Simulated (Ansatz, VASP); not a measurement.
**Li2AlO2: VASP beside Ansatz**

```
Li Al O
1.0
     2.83124    0.00000    0.00000
    -1.41562    2.45192    0.00000
     0.00000    0.00000    7.46760
Li Al O
2 1 2
Cartesian
  1.4156 0.8173 2.3944
  0.0000 1.6346 5.0732
  0.0000 0.0000 0.0000
  0.0000 1.6346 1.0275
  1.4156 0.8173 6.4401
```

Alike in both runs: functional PBE; k mesh 6 × 6 × 3; occupations gaussian, width 0.2 eV; no spin polarisation.

Ansatz relaxed the structure, and its values are those at the end. VASP's run is a single point on that final structure, the one shown.

|  | VASP | Ansatz |
| --- | --- | --- |
| version | VASP 6.6.1 | Ansatz 0.2.0 |
| potentials or method | VASP PAW PBE potentials, release 64 (Li_sv, Al, O), cutoff 520 eV | scalar-relativistic, plane waves, PAW |
| valence electrons in the cell | 21 | 21 |

|  | VASP | Ansatz | Ansatz less VASP |
| --- | --- | --- | --- |
| gap on the k mesh at the Fermi level (eV) | none | none | - |
| rms of the force components (eV/Å) | 0.010 | 0.011 | +0.0003 |

A gap of «none» marks a metal or a gap that the smearing closes. The functional is the same, so the differences come from potentials, cutoffs and numerics.

The k mesh is coarse, so the values compare programs but aren't converged. Noted on VASP's run: the cutoff is under 1.25 times that of the potentials, so the pressure is a little rough.
